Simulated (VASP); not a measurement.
# Al32H (a cell with a defect) in VASP: single point with PBE+D3(BJ)

Aim: the single point of Al32H (a cell with a defect) with PBE+D3(BJ).

All numbers are computed with VASP 6.6.1; they aren't measurements. Logs are shortened: lines on timing, memory, paths and dates and some standing lists are left out, and cuts for length are marked.

## Step 1: The cell of the first run

The cell holds a defect, 33 atoms: a = 8.100 Å, b = 8.100 Å, c = 8.100 Å, α = 90.00°, β = 90.00°, γ = 90.00°.

## Step 2: Single point, PBE+D3(BJ)

The input, INCAR:

```
SYSTEM = Al32H
PREC = Accurate
ENCUT = 400
EDIFF = 1E-6
ISMEAR = -1
SIGMA = 0.05
LREAL = Auto
LASPH = .TRUE.
NELM = 120
ALGO = Normal
ISIF = 2
LWAVE = .FALSE.
LCHARG = .FALSE.
GGA = PE
IVDW = 12
NBANDS = 70
GGA_COMPAT = .FALSE.
```

The input, KPOINTS:

```
Automatic mesh
0
G
  3 3 3
  0 0 0
```

The input, POSCAR:

```
Al32H
1.0
    8.1000000000      0.0000000000      0.0000000000
    0.0000000000      8.1000000000      0.0000000000
    0.0000000000      0.0000000000      8.1000000000
Al H
32 1
Direct
    0.5097732099      0.0134465432      0.0091606173
    0.7528511111      0.2562845679      0.0007574074
    0.7529237037      0.0043554321      0.2526712346
    0.0012472840      0.0031004938     -0.0008688889
    0.2509588889      0.2526444444     -0.0008692593
    0.4996691358      0.5048081481     -0.0003039506
    0.7491448148      0.7542898765     -0.0002649383
    0.2509493827      0.0031055556      0.2488279012
    0.5011550617      0.2561677778      0.2525545679
    0.7500779012      0.5038880247      0.2501813580
    0.4994109877      0.0033753086      0.5012746914
    0.7499007407      0.2538874074      0.5001948148
    0.7488038272      0.0033804938      0.7506672840
   -0.0021858025      0.5011349383      0.0004329630
    0.2405274074      0.7437495062      0.0095650617
    0.0002909877      0.2537428395      0.2498054321
    0.2496606173      0.5011366667      0.2522824691
    0.4995776543      0.7544881481      0.2495428395
   -0.0025575309      0.0043560494      0.4971877778
    0.2493335802      0.2562913580      0.4972472840
    0.5005990123      0.5017458025      0.4981707407
    0.7519862963      0.7530993827      0.4980979012
    0.2409366667      0.0134504938      0.7403207407
    0.4992696296      0.2530576543      0.7508185185
    0.7519225926      0.5017480247      0.7494956790
   -0.0022467901      0.7528229630      0.2523314815
   -0.0001043210      0.5038890123      0.5000003704
    0.2503474074      0.7542887654      0.5009187654
   -0.0024572840      0.2561748148      0.7489348148
    0.2503801235      0.5048125926      0.7504069136
    0.5084551852      0.7453665432      0.7416322222
    0.0005186420      0.7544856790      0.7505035802
    0.3736227160     -0.1196858025      0.8760239506
```

Potentials or basis: VASP PAW PBE potentials, release 64 (Al, H).

Run with:

```console
cat potpaw_PBE.64/Al/POTCAR potpaw_PBE.64/H/POTCAR > POTCAR
mpirun -np 1 vasp_std > vasp.out
```

OUTCAR:

```text
SYSTEM = Al32H
   PREC = Accurate
   ENCUT = 400
   EDIFF = 1E-6
   ISMEAR = -1
   LREAL = Auto
   LASPH = .TRUE.
   NELM = 120
   ISIF = 2
   GGA = PE
   IVDW = 12
 IVDW          = 12

 ion  position               nearest neighbor table
   1  0.510  0.013  0.009-  33 1.88   2 2.78   9 2.79   3 2.79  13 2.85  24 2.86   5 2.86   8 2.86
                             7 2.86  18 2.86  31 3.07  23 3.08  15 3.09
   2  0.753  0.256  0.001-   1 2.78  14 2.81  16 2.84  29 2.84  25 2.85  10 2.85   4 2.87   6 2.87
                            13 2.88   9 2.88  24 2.88   3 2.89
   3  0.753  0.004  0.253-   1 2.79  19 2.80  26 2.84  22 2.84  16 2.85  12 2.85   4 2.87  11 2.88
                             7 2.88  18 2.88   9 2.88   2 2.89
   4  0.001  0.003  0.999-  32 2.85  23 2.86  15 2.86   5 2.86   8 2.86  13 2.87   7 2.87  16 2.87
                             2 2.87   3 2.87  29 2.88  26 2.88
   5  0.251  0.253  0.999-  24 2.84  23 2.86   1 2.86   8 2.86   4 2.86   6 2.87  30 2.87  16 2.87
                            14 2.87  17 2.87  29 2.88   9 2.88
   6  0.500  0.505  1.000-  30 2.86  15 2.86   7 2.86  31 2.86  18 2.86  24 2.87   5 2.87  10 2.87
                             9 2.87   2 2.87  25 2.88  17 2.88
   7  0.749  0.754  1.000-  13 2.85   6 2.86   1 2.86  31 2.86  18 2.86  32 2.87  10 2.87   4 2.87
                            26 2.87  14 2.87  25 2.88   3 2.88
   8  0.251  0.003  0.249-  18 2.85   1 2.86   5 2.86  15 2.86   4 2.86  28 2.87  11 2.87  16 2.87
                            20 2.87  19 2.87   9 2.88  26 2.88
   9  0.501  0.256  0.253-   1 2.79  21 2.81  12 2.84  17 2.84  20 2.84  10 2.84   6 2.87  11 2.87
[... 32 lines left out ...]
                             6 2.88  21 2.88  22 2.88   7 2.88
  26  0.998  0.753  0.252-  15 2.78  22 2.82   3 2.84  19 2.84  27 2.84  10 2.84  28 2.87   7 2.87
                             4 2.88   8 2.88  14 2.88  17 2.88
  27  1.000  0.504  0.500-  26 2.84  29 2.84  20 2.85  22 2.85  25 2.85  17 2.85  10 2.86  12 2.86
                            16 2.87  28 2.87  30 2.87  32 2.87
  28  0.250  0.754  0.501-  11 2.85  30 2.86  23 2.86  31 2.86  32 2.86  18 2.87  27 2.87   8 2.87
                            26 2.87  17 2.87  21 2.88  19 2.88
  29  0.998  0.256  0.749-  23 2.79  25 2.81  12 2.84  14 2.84   2 2.84  27 2.84  30 2.87  13 2.87
                             4 2.88  20 2.88  19 2.88   5 2.88
  30  0.250  0.505  0.750-   6 2.86  15 2.86  28 2.86  31 2.86  32 2.86  24 2.87  27 2.87   5 2.87
                            29 2.87  20 2.87  21 2.88  14 2.88
  31  0.508  0.745  0.742-  33 1.89  22 2.79  21 2.79  25 2.79  13 2.86  11 2.86   6 2.86  30 2.86
                             7 2.86  28 2.86  23 3.07   1 3.07  15 3.07
  32  0.001  0.754  0.751-   4 2.85  28 2.86  30 2.86  15 2.86  23 2.86   7 2.87  13 2.87  22 2.87
                            27 2.87  25 2.87  19 2.88  14 2.88
  33  0.374  0.880  0.876-  23 1.88   1 1.88  15 1.89  31 1.89

  LATTYP: Found a simple cubic cell.
 ALAT       =     8.1000000000

  Lattice vectors:

 A1 = (   8.1000000000,   0.0000000000,   0.0000000000)
 A2 = (   0.0000000000,   8.1000000000,   0.0000000000)
 A3 = (   0.0000000000,   0.0000000000,   8.1000000000)

Analysis of symmetry for initial positions (statically):
=====================================================================
 Subroutine PRICEL returns:
 Original cell was already a primitive cell.

 Routine SETGRP: Setting up the symmetry group for a
 simple cubic supercell.

 Subroutine GETGRP returns: Found  1 space group operations
 (whereof  1 operations were pure point group operations)
 out of a pool of 48 trial point group operations.

The static configuration has the point symmetry C_1 .

Analysis of symmetry for dynamics (positions and initial velocities):
=====================================================================
 Subroutine PRICEL returns:
 Original cell was already a primitive cell.

 Routine SETGRP: Setting up the symmetry group for a
 simple cubic supercell.

 Subroutine GETGRP returns: Found  1 space group operations
 (whereof  1 operations were pure point group operations)
 out of a pool of 48 trial point group operations.

The dynamic configuration has the point symmetry C_1 .

 Subroutine INISYM returns: Found  1 space group operations
 (whereof  1 operations are pure point group operations),
 and found     1 'primitive' translations

----------------------------------------------------------------------------------------

                                     Primitive cell

  volume of cell :     531.4410

  direct lattice vectors                    reciprocal lattice vectors
     8.100000000  0.000000000  0.000000000     0.123456790  0.000000000  0.000000000
[... 90 lines left out ...]
     0.000000000  0.000000000  0.041152263     0.000000000  0.000000000  0.333333333

  Length of vectors
     0.041152263  0.041152263  0.041152263

  Shift w.r.t. Gamma in fractional coordinates (k-lattice)
     0.000000000  0.000000000  0.000000000

 Subroutine IBZKPT returns following result:
 ===========================================

 Found     14 irreducible k-points:

 Following reciprocal coordinates:
            Coordinates               Weight
  0.000000  0.000000  0.000000      1.000000
  0.333333  0.000000  0.000000      2.000000
  0.000000  0.333333  0.000000      2.000000
  0.000000  0.000000  0.333333      2.000000
  0.333333  0.333333  0.000000      2.000000
  0.000000  0.333333  0.333333      2.000000
  0.333333  0.000000  0.333333      2.000000
 -0.333333  0.333333  0.000000      2.000000
 -0.333333  0.000000  0.333333      2.000000
  0.000000 -0.333333  0.333333      2.000000
  0.333333  0.333333  0.333333      2.000000
 -0.333333  0.333333  0.333333      2.000000
 -0.333333 -0.333333  0.333333      2.000000
  0.333333 -0.333333  0.333333      2.000000
   k-points           NKPTS =     14   k-points in BZ     NKDIM =     14   number of bands    NBANDS=     70
   number of dos      NEDOS =    301   number of ions     NIONS =     33
   total plane-waves  NPLWV = 157464
   dimension x,y,z NGX =    54 NGY =   54 NGZ =   54
   dimension x,y,z NGXF=   108 NGYF=  108 NGZF=  108
   ions per type =              32   1
   NGX,Y,Z   is equivalent  to a cutoff of  11.08, 11.08, 11.08 a.u.
   NGXF,Y,Z  is equivalent  to a cutoff of  22.17, 22.17, 22.17 a.u.
 SYSTEM =  Al32H
   PREC   = accura    normal or accurate (medium, high low for compatibility)
   ISTART =      0    job   : 0-new  1-cont  2-samecut
   ICHARG =      2    charge: 1-file 2-atom 10-const
   ISPIN  =      1    spin polarized calculation?
   LNONCOLLINEAR =      F non collinear calculations
   LSORBIT =      F    spin-orbit coupling
   LASPH  =      T    aspherical Exc in radial PAW
   ENCUT  =  400.0 eV  29.40 Ry    5.42 a.u.  13.21 13.21 13.21*2*pi/ulx,y,z
   NELM   =    120;   NELMIN=  2; NELMDL= -5     # of ELM steps
   EDIFF  = 0.1E-05   stopping-criterion for ELM
   LREAL  =      T    real-space projection
   EDIFFG = 0.1E-04   stopping-criterion for IOM
   NSW    =      0    number of steps for IOM
   IBRION =     -1    ionic relax: 0-MD 1-quasi-New 2-CG
   NFREE  =      0    steps in history (QN), initial steepest desc. (CG)
   ISIF   =      2    stress and relaxation
   ISYM   =      2    0-nonsym 1-usesym 2-fastsym
   POTIM  = 0.5000    time-step for ionic-motion
   TEBEG  =    0.0;   TEEND  =   0.0 temperature during run
   PSTRESS=    0.0 pullay stress
   NELECT =      97.0000    total number of electrons
   NUPDOWN=      -1.0000    fix difference up-down
   EMIN   =  10.00;   EMAX   =-10.00  energy-range for DOS
   EFERMI =   0.00;   METHOD = LEGACY
   ISMEAR =    -1;   SIGMA  =   0.05  broadening in eV -4-tet -1-fermi 0-gaus
   EFERMI_NEDOS =   21; number of points for ismear=-14 and -15
   IALGO  =     38    algorithm
   IMIX   =      4    mixing-type and parameters
     AMIX     =   0.40;   BMIX     =  1.00
     AMIX_MAG =   1.60;   BMIX_MAG =  1.00
  volume/ion in A,a.u.               =      16.10       108.68
  Fermi-wavevector in a.u.,A,eV,Ry     =   0.928639  1.754874 11.733269  0.862371
  Thomas-Fermi vector in A             =   2.054837
   LORBIT       =      0    0 simple, 1 ext, 2 COOP (PROOUT), +10 PAW based schemes
   GGA     = PE    functional components
   LHFCALC =     F    Hartree Fock is set to
   AEXX    =    0.0000 exact exchange contribution
   IVDW    =    12    specifies the selected vdW correction
   LEPSILON=     F    determine dielectric tensor
   LRPA    =     F    only Hartree local field effects (RPA)
 non-spin polarized calculation
  energy-cutoff  :      400.00
  volume of cell :      531.44
 maximum number of plane-waves:      9771
 NGX is ok and might be reduce to    54
   NGX = 27   NGY = 27   NGZ = 27

 number of electron      97.0000001 magnetization

 Free energy of the ion-electron system (eV)
  ---------------------------------------------------
  ext. energy  EPLUGINS =         0.00000000
  ---------------------------------------------------
  free energy    TOTEN  =      -123.37417056 eV

  energy without entropy =     -123.30874389  energy(sigma->0) =     -123.34145722

 E-fermi :   7.8326     XC(G=0): -10.1931

 val. band max:        7.7171758597   @ k =  -0.3333   0.3333   0.3333
 cond. band min:       7.8354562233   @ k =   0.0000   0.3333   0.0000
 fundamental gap:      0.1182803636
 Fermi energy:         7.8325935560

 k-point     1 :       0.0000    0.0000    0.0000
  band No.  band energies     occupation
      1      -3.2681      2.00000
      2      -1.5920      2.00000
      3      -0.9275      2.00000
      4      -0.9240      2.00000
      5      -0.9234      2.00000
      6      -0.9167      2.00000
[... 871 lines left out ...]
     59       9.7518      0.00000
     60       9.7537      0.00000
 [bands above 60 left out]

------------------------ aborting loop because EDIFF is reached ----------------------------------------

 Edisp (eV)  -10.83661

 E8    (eV) :    -4.8259

  FORCE on cell =-STRESS in cart. coord.  units (eV):
  Direction    XX          YY          ZZ          XY          YZ          ZX
  --------------------------------------------------------------------------------------
  -------------------------------------------------------------------------------------
  Total      -9.99758    -9.99264    -9.99591     0.03455    -0.04619     0.04440
  in kB     -30.14050   -30.12559   -30.13545     0.10415    -0.13927     0.13385
  external pressure =      -30.13 kB  Pullay stress =        0.00 kB

 VOLUME and BASIS-vectors are now :
 -----------------------------------------------------------------------------
  energy-cutoff  :      400.00
  volume of cell :      531.44
      direct lattice vectors                 reciprocal lattice vectors
     8.100000000  0.000000000  0.000000000     0.123456790  0.000000000  0.000000000
     0.000000000  8.100000000  0.000000000     0.000000000  0.123456790  0.000000000
     0.000000000  0.000000000  8.100000000     0.000000000  0.000000000  0.123456790

 POSITION                                       TOTAL-FORCE (eV/Angst)
 -----------------------------------------------------------------------------------
      4.12916      0.10892      0.07420        -0.005512     -0.019969      0.007939
      6.09809      2.07590      0.00613        -0.007693     -0.004124     -0.001942
      6.09868      0.03528      2.04664        -0.016373      0.000402     -0.013515
      0.01010      0.02511      8.09296        -0.005382     -0.001109      0.004317
      2.03277      2.04642      8.09296        -0.008230      0.011709      0.008535
      4.04732      4.08895      8.09754        -0.004840     -0.001468     -0.002544
[... 25 lines left out ...]
      0.00420      6.11133      6.07908         0.008588      0.003119      0.001975
      3.02634      7.13054      7.09579         0.010843     -0.021660     -0.001313
 -----------------------------------------------------------------------------------
    total drift:                                0.002600      0.007933      0.002220

  FREE ENERGIE OF THE ION-ELECTRON SYSTEM (eV)
  ---------------------------------------------------
  free  energy   TOTEN  =      -134.2107784985 eV

  energy  without entropy=     -134.1453518300  energy(sigma->0) =     -134.17806516
```

Run time: 7.3 min. Hardware: 1 thread of Oxide Virtual Turin-like, shared host; peak memory 0.46 GiB.

What came out:

- Free energy: -134.2108 eV
- Pressure: -3.0 GPa
- Largest force: 0.039 eV/Å
- Band gap on the k mesh: zero (an odd number of electrons rules out a gap without spin polarisation)
- Dispersion energy per atom: -0.328 eV

Forces on the atoms (eV/Å):
```
Al  -0.006 -0.020  0.008
Al  -0.008 -0.004 -0.002
Al  -0.016  0.000 -0.014
Al  -0.005 -0.001  0.004
Al  -0.008  0.012  0.009
Al  -0.005 -0.001 -0.003
Al  -0.001  0.006 -0.002
Al  -0.004 -0.001  0.004
Al  -0.005 -0.001 -0.003
Al  -0.001  0.000 -0.001
Al   0.002 -0.001 -0.011
Al   0.000  0.000  0.000
Al   0.010  0.000 -0.001
Al  -0.005  0.002  0.002
Al   0.020  0.027 -0.020
Al   0.000  0.000  0.000
Al  -0.002  0.001  0.006
Al  -0.002  0.003 -0.008
Al   0.013  0.001  0.016
Al   0.002 -0.004  0.007
Al  -0.002 -0.002 -0.005
Al   0.003  0.004 -0.002
Al  -0.013 -0.016  0.002
Al   0.008  0.010 -0.008
Al   0.006 -0.003  0.001
Al  -0.003  0.004  0.004
Al   0.001  0.000  0.001
Al   0.002  0.006  0.001
Al   0.003 -0.001  0.005
Al   0.003 -0.002  0.005
Al  -0.005 -0.001  0.006
Al   0.009  0.003  0.002
H    0.011 -0.022 -0.001
```

The gap in the log of VASP goes by the Fermi energy; the results here count the filled bands.